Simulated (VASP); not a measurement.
Ta6Mo:

```
CELL_PARAMETERS angstrom
2.31929 1.33904 6.62844
-2.31929 1.33904 6.62844
0.00000 -2.67808 6.62844
ATOMIC_POSITIONS crystal
Ta 0.85714 0.85714 0.85714
Ta 0.57143 0.57143 0.57143
Ta 0.14286 0.14286 0.14286
Ta 0.42857 0.42857 0.42857
Ta 0.71429 0.71429 0.71429
Ta 0.28571 0.28571 0.28571
Mo 0.00000 0.00000 0.00000
```

| Quantity | Value |
| --- | --- |
| Program | VASP 6.6.1 |
| Task | relaxation of cell and atoms |
| Functional | PBE |
| Potentials or basis | VASP PAW PBE potentials, release 64 (Ta_pv, Mo_sv) |
| Cutoff | 600 eV |
| k mesh | 4 × 4 × 4 |
| Occupations | gaussian, width 0.2 eV |
| Spin | no spin polarisation |

At the start: pressure 3.1 GPa; volume 17.64 Å³/atom.

**Question.** Where does the relaxation end?

**Answer.** Over 5 steps the energy falls by 8.2 meV/atom and the volume is 17.90 Å³/atom (+1.4 %); space group R-3m (No. 166, to 0.05 Å).

The path:
```csv
step,energy change (eV),largest force (eV/Å),pressure (GPa),volume (Å³)
1,0.0000,0.4411,3.07,123.51
2,0.0371,0.1926,-6.48,129.66
3,-0.0349,0.3080,-1.06,125.99
4,-0.0564,0.1002,-0.17,125.43
5,-0.0572,0.0544,0.05,125.29
```

Final structure:
```yaml
crystal:
  lattice:
    - [2.32214, 1.34069, 6.70741]
    - [-2.32214, 1.34069, 6.70741]
    - [0.00000, -2.68137, 6.70741]
  atoms:
    - { symbol: Ta, position: [0.85859, 0.85859, 0.85859] }
    - { symbol: Ta, position: [0.56996, 0.56996, 0.56996] }
    - { symbol: Ta, position: [0.14141, 0.14141, 0.14141] }
    - { symbol: Ta, position: [0.43004, 0.43004, 0.43004] }
    - { symbol: Ta, position: [0.71282, 0.71282, 0.71282] }
    - { symbol: Ta, position: [0.28718, 0.28718, 0.28718] }
    - { symbol: Mo, position: [0.00000, 0.00000, 0.00000] }
```

Caveat: the k points lie up to 0.40 Å⁻¹ apart in the final cell; the relaxation stopped at a loose force limit of 0.08 eV/Å, so its end isn't a converged minimum.
